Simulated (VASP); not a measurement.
Runs of VASP 6.6.1 on Si. It takes space group Fd-3m (No. 227, cubic). The conventional cell has a = 5.427 Å, b = 5.427 Å, c = 5.427 Å, α = 90.00°, β = 90.00°, γ = 90.00°. Within 3.1 Å of Si (site symmetry -43m) lie 4 Si at 2.35 Å. 

| level | potentials or basis | cutoff (eV) | gap on the mesh (eV) | pressure (GPa) |
| --- | --- | --- | --- | --- |
| r2SCAN | VASP PAW PBE potentials, release 64 (Si) | 550 | 0.77 | (b) |
| PBE | VASP PAW PBE potentials, release 64 (Si) | 500 | (c) | 2.3 |
| revPBE | VASP PAW PBE potentials, release 64 (Si) | 500 | 0.61 | (a) |
| LDA | VASP PAW LDA potentials, release 64 (Si) | 500 | 0.47 | -1.1 |

Alike in all rows: task single point; no spin polarisation; cell as given; k mesh 5 × 5 × 5; smearing fermi-dirac 0.1 eV.

**Question.** Fill in the values left out.

**Answer.** (a) 3.4; (b) 0.9; (c) 0.57.

Caveats: the PAW data sets were made with another functional, which shifts forces and pressure a little (some runs).

A k mesh can miss the band edges.
